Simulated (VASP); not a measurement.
Wanted: the native input for a VASP 6.6.1 run.

| Item | Value |
| --- | --- |
| Task | single point |
| Functional | HF |
| Potentials or basis | VASP PAW PBE potentials, release 64 (Ge_d, Ga_d) |
| Cutoff | 520 eV |
| k mesh | 4 × 4 × 4 |
| Occupations | fermi-dirac, width 0.05 eV |
| Spin | no spin polarisation |
| Dipole correction | no |
| Grid for exact exchange (PRECFOCK) | Normal |
| Further INCAR settings | ALGO = Normal; EDIFF = 1e-07; NBANDS = 20 |
| Share of exact exchange | 1 |

The system is GaGe.

```
CELL_PARAMETERS angstrom
0.00000 2.92978 2.92978
2.92978 0.00000 2.92978
2.92978 2.92978 0.00000
ATOMIC_POSITIONS crystal
Ge 0.00000 0.00000 0.00000
Ga 0.25000 0.25000 0.25000
```

One way to write it, as run:

POSCAR

```
GaGe
1.0
    0.0000000000      2.9297768145      2.9297768145
    2.9297768145      0.0000000000      2.9297768145
    2.9297768145      2.9297768145      0.0000000000
Ge Ga
1 1
Direct
    0.0000000000      0.0000000000      0.0000000000
    0.2500000000      0.2500000000      0.2500000000
```

INCAR.step1

```
ALGO = Normal
EDIFF = 1E-5
ENCUT = 520
GGA = PE
ISIF = 2
ISMEAR = -1
LASPH = T
LCHARG = F
LREAL = F
LWAVE = T
NBANDS = 20
NELM = 80
PREC = Accurate
SIGMA = 0.05
```

INCAR.step2

```
AEXX = 1.0
AGGAC = 0.0
ALDAC = 0.0
ALGO = Normal
EDIFF = 1E-7
ENCUT = 520
GGA = PE
ISIF = 2
ISMEAR = -1
ISTART = 1
LASPH = T
LCHARG = F
LHFCALC = T
LREAL = F
LWAVE = F
NBANDS = 20
NELM = 80
PREC = Accurate
PRECFOCK = Normal
SIGMA = 0.05
```

KPOINTS

```
k-points
0
Gamma
  4 4 4
```

Potentials or basis: VASP PAW PBE potentials, release 64 (Ge_d, Ga_d).

Launch:

```bash
$ cat potpaw_PBE.64/Ge_d/POTCAR potpaw_PBE.64/Ga_d/POTCAR > POTCAR
$ cp INCAR.step1 INCAR
$ mpirun -np 1 vasp_std > vasp.out
$ cp INCAR.step2 INCAR
$ mpirun -np 1 vasp_std > vasp.out
```

Results of the run:

```json
{"Pressure": "-0.3 GPa", "Band gap on the k mesh": "zero (an odd number of electrons rules out a gap without spin polarisation)"}
```

Caveat: the k points lie up to 0.46 Å⁻¹ apart, too coarse for converged energies and pressures of a metal; the PAW data sets were made with another functional, which shifts forces and pressure a little; an odd number of electrons without spin polarisation forces a metal; a magnetic or distorted state may lie lower.

Wall time 18 min on 1 thread of Intel(R) Xeon(R) Platinum 8259CL CPU @ 2.50GHz (Skylake/Cascade Lake) (shared host), peak memory 0.19 GiB.
